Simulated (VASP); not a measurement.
**Fe: single point with PBE**

The system is Fe.

```
Fe
1.0
    -1.40120    1.40120    1.40120
     1.40120   -1.40120    1.40120
     1.40120    1.40120   -1.40120
Fe
1
Cartesian
  0.0000 0.0000 0.0000
```

```yaml
Program: VASP 6.6.1
Task: single point
Functional: PBE
Potentials_or_basis: VASP PAW PBE potentials, release 64 (Fe)
Cutoff: 520 eV
k_mesh: 24 × 24 × 24
Occupations: fermi-dirac, width 0.0612256 eV
Spin: collinear spin, ferromagnetic start
Starting_moments: "[2.5] μB"
```

- Pressure: 5.9 GPa
- Net moment: 2.13 μB per cell
- Site moments: Fe +2.12 μB
- Valence electrons inside the program's atomic spheres: Fe 7.34

Levels at points of the mesh, in eV from the Fermi level:
Spin up:
```
           k point  band 3  band 4  band 5  band 6  band 7  band 8
(0.00, 0.00, 0.00)   -2.37   -2.37   -1.11   -1.11   25.31   25.31
(0.50, 0.00, 0.00)   -1.03   -0.90    0.45    0.49    7.63   18.61
(0.50, 0.50, 0.50)    0.17    0.17    0.17   10.14   10.14   10.14
```
Spin down:
| k point | band 1 | band 2 | band 3 | band 4 | band 5 | band 6 | band 7 |
| --- | --- | --- | --- | --- | --- | --- | --- |
| (0.00, 0.00, 0.00) | -8.47 | -0.54 | -0.54 | -0.54 | 1.60 | 1.60 | 25.08 |
| (0.50, 0.00, 0.00) | -3.87 | -1.87 | 0.61 | 1.45 | 1.87 | 2.58 | 8.97 |
| (0.50, 0.50, 0.50) | -3.28 | -3.28 | 2.27 | 2.27 | 2.27 | 10.41 | 10.41 |

It took 2.2 min on 1 thread of AMD EPYC 7R13, on a shared host, peak memory 0.18 GiB.

Caveat: the cell stands under pressure.
